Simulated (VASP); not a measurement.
C, 4 atoms in the cell. It takes space group I4/mmm (No. 139, tetragonal). The conventional cell has a = 5.358 Å, b = 5.358 Å, c = 3.097 Å, α = 90.00°, β = 90.00°, γ = 90.00°. C (site symmetry m2m) has 4 C at 1.89 to 1.92 Å within 2.5 Å.  This cell differs from its parent crystal: Si replaced by C, lengths x 0.811, strained.

| Property | Result |
| --- | --- |
| Program | VASP 6.6.1 |
| Task | single point |
| Functional | PBEsol |
| Potentials or basis | VASP PAW PBE potentials, release 64 (C) |
| Cutoff | 520 eV |
| k mesh | 10 × 10 × 10 |
| Occupations | gaussian, width 0.02 eV |
| Spin | no spin polarisation |
| Dipole correction | no |
| Further INCAR settings | ALGO = Normal; EDIFF = 1e-06; NBANDS = 16 |

Potentials or basis: VASP PAW PBE potentials, release 64 (C).

Command:

```sh
$ cat potpaw_PBE.64/C/POTCAR > POTCAR
$ mpirun -np 1 vasp_std > vasp.out
```

Hardware: 1 thread of Intel Xeon 8259CL (shared host).

Question: How long does it take, and how much memory?

Answer: Run time: 62 s on 1 thread of Intel Xeon 8259CL (shared host), peak memory 0.19 GiB. Counts: scf iterations 12, k points 102.
